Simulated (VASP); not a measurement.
# Cu3Pd: single point with LDA

The system is Cu3Pd.

```
Cu Pd
1.0
     3.61080    0.00000    0.00000
     0.00000    3.61080    0.00000
     0.00000    0.00000    3.61080
Cu Pd
3 1
Direct
  0.00000 0.50000 0.50000
  0.50000 0.00000 0.50000
  0.50000 0.50000 0.00000
  0.00000 0.00000 0.00000
```

- Program: VASP 6.6.1
- Task: single point
- Functional: LDA
- Potentials or basis: VASP PAW LDA potentials, release 64 (Cu, Pd)
- Cutoff: 520 eV
- k mesh: 6 × 6 × 6
- Occupations: gaussian, width 0.1 eV
- Spin: no spin polarisation
- Dipole correction: no
- Further INCAR settings: ALGO = Normal; EDIFF = 1e-06; NBANDS = 30

The pressure is 0.7 GPa.

Levels at points of the mesh, in eV from the Fermi level:
| k point | band 17 | band 18 | band 19 | band 20 | band 21 | band 22 | band 23 | band 24 | band 25 | band 26 |
| --- | --- | --- | --- | --- | --- | --- | --- | --- | --- | --- |
| (0.00, 0.00, 0.00) | -0.85 | -0.85 | -0.38 | -0.38 | -0.38 | 2.08 | 2.08 | 2.08 | 8.76 | 8.93 |
| (0.50, 0.00, 0.00) | -1.98 | -1.73 | -1.58 | -1.27 | -1.25 | -0.41 | 7.28 | 7.28 | 7.51 | 7.51 |
| (0.50, 0.50, 0.00) | -2.04 | -2.00 | -1.70 | -1.70 | 0.06 | 0.06 | 1.24 | 1.37 | 9.68 | 11.09 |
| (0.50, 0.50, 0.50) | -0.92 | -0.92 | -0.92 | -0.76 | -0.76 | -0.24 | -0.24 | -0.24 | 5.31 | 5.31 |

It took 24 s on 1 thread of Intel(R) Xeon(R) 6975P-C (Granite Rapids), with other jobs on the host, peak memory 0.15 GiB.
